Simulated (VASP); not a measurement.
Set up this calculation in VASP 6.6.1, as the native input.

| Item | Value |
| --- | --- |
| Task | single point |
| Functional | LDA |
| Potentials or basis | VASP PAW LDA potentials, release 64 (Ir_sv_GW) |
| Cutoff | 560 eV |
| k mesh | 14 × 14 × 14 |
| Occupations | fermi-dirac, width 0.3 eV |
| Spin | no spin polarisation |
| Dipole correction | no |
| Further INCAR settings | ALGO = Normal; EDIFF = 1e-06; NBANDS = 14 |

The structure of Ir lies in POSCAR:

```
Ir
1.0
    0.0000000000      1.9060927672      1.9060927672
    1.9060927672      0.0000000000      1.9060927672
    1.9060927672      1.9060927672      0.0000000000
Ir
1
Direct
    0.0000000000      0.0000000000      0.0000000000
```

These files were run (other wordings do the same):

INCAR

```
ALGO = Normal ; EDIFF = 1E-6
ENCUT = 560 ; GGA = CA
GGA_COMPAT = False ; ISIF = 2
ISMEAR = -1 ; LASPH = True
LCHARG = False ; LREAL = False
LWAVE = False ; NBANDS = 14
NELM = 120 ; PREC = Accurate
SIGMA = 0.3
```

KPOINTS

```
k-points
0
Gamma
  14 14 14
```

Potentials or basis: VASP PAW LDA potentials, release 64 (Ir_sv_GW).

Run with:

```bash
$ cat potpaw_LDA.64/Ir_sv_GW/POTCAR > POTCAR
$ mpirun -np 1 vasp_std > vasp.out
```

It gave:

```
Pressure               : 2.2 GPa
Band gap on the k mesh : zero (an odd number of electrons rules out a gap without spin polarisation)
```

Caveat: so wide a smearing shifts energies and pressures; spin-orbit coupling is left out, which moves the levels of the heavy elements.

It took 12 s on 1 thread of Intel(R) Xeon(R) Platinum 8488C (Sapphire Rapids), on a shared host, peak memory 0.15 GiB.
